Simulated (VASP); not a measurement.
Tb2N: relaxation of cell and atoms with PBE

The system is Tb2N.

```xyz
6
Lattice="3.6768 0.0000 0.0000 0.0000 3.6768 0.0000 0.0000 0.0000 11.4146" Properties=species:S:1:pos:R:3 pbc="T T T"
Tb    0.0000    1.8384    1.2737
Tb    0.0000    1.8384    6.9810
Tb    1.8384    0.0000    4.4336
Tb    1.8384    0.0000   10.1409
N     0.0000    0.0000    0.0000
N     1.8384    1.8384    5.7073
```

The cell was generated, and may not be a known phase.

```json
{
  "Program": "VASP 6.6.1",
  "Task": "relaxation of cell and atoms",
  "Functional": "PBE",
  "Potentials or basis": "VASP PAW PBE potentials, release 64 (Tb_3, N), 4f in core",
  "Cutoff": "600 eV",
  "k mesh": "10 × 10 × 4",
  "Occupations": "gaussian, width 0.1 eV",
  "Spin": "no spin polarisation",
  "Dipole correction": "no",
  "Further INCAR settings": "ALGO = Normal; EDIFF = 1e-07; IBRION = 2; EDIFFG = -0.01; NSW = 100; ISIF = 3"
}
```

```
Relaxed volume                        : 25.79 Å³/atom
Relaxed cell                          : a = 3.677 Å, b = 3.677 Å, c = 11.448 Å, α = 90.00°, β = 90.00°, γ = 90.00°
Space group after relaxing (to 0.1 Å) : P4_2/nmc (No. 137)
Energy gained by relaxing             : 0.6 meV/atom
Ionic steps                           : 6
Pressure after relaxing               : 0.0 GPa
Largest force after relaxing          : 0.004 eV/Å
Band gap on the k mesh                : zero (bands 23 and 24 overlap by 1.62 eV)
```

Forces in eV/Å, atoms in the order of the input:
```
Tb   0.000  0.000  0.004
Tb   0.000  0.000  0.004
Tb   0.000  0.000 -0.004
Tb   0.000  0.000 -0.004
N    0.000  0.000  0.000
N    0.000  0.000  0.000
```

The path:
| step | energy change (eV) | largest force (eV/Å) | pressure (GPa) | volume (Å³) |
| --- | --- | --- | --- | --- |
| 1 | 0.0000 | 0.1388 | 0.58 | 154.31 |
| 2 | -0.0006 | 0.0574 | -0.66 | 156.41 |
| 3 | -0.0030 | 0.0337 | -0.08 | 155.42 |
| 4 | -0.0030 | 0.0358 | -0.06 | 155.40 |
| 5 | -0.0033 | 0.0271 | -0.04 | 155.22 |
| 6 | -0.0037 | 0.0039 | 0.01 | 154.75 |

Final structure:
```xyz
6
Lattice="3.6766 0.0000 0.0000 0.0000 3.6766 0.0000 0.0000 0.0000 11.4482" Properties=species:S:1:pos:R:3 pbc="T T T"
Tb    0.0000    1.8383    1.2871
Tb    0.0000    1.8383    7.0112
Tb    1.8383    0.0000    4.4370
Tb    1.8383    0.0000   10.1611
N     0.0000    0.0000   11.4482
N     1.8383    1.8383    5.7241
```

Levels at points of the mesh, in eV from the Fermi level:
```
           k point  band 21  band 22  band 23  band 24  band 25  band 26
(0.00, 0.00, 0.00)    -2.74    -1.70    -1.52    -0.42     0.73     1.00
(0.50, 0.00, 0.00)    -0.75    -0.75    -0.33    -0.33     0.75     0.75
(0.50, 0.50, 0.00)    -0.23    -0.23     0.85     0.85     0.89     0.89
(0.00, 0.00, 0.50)    -2.60    -2.60    -0.72    -0.72     0.73     0.73
(0.50, 0.00, 0.50)    -0.80    -0.80    -0.20    -0.20     0.62     0.62
(0.50, 0.50, 0.50)    -0.23    -0.23     0.90     0.90     1.18     1.18
```

Wall time 15 min on 1 thread of AMD EPYC 7R13 Processor (Zen 3), on a shared host, peak memory 0.45 GiB.

Caveat: spin-orbit coupling is left out, which moves the levels of the heavy elements; the 4f electrons are frozen in the core, so they carry no moment and show no levels; the run has no spin polarisation, though such a crystal can be magnetic. With open d or f shells a metallic result of PBE can be an artefact of self-interaction; +U or a hybrid may open a gap.
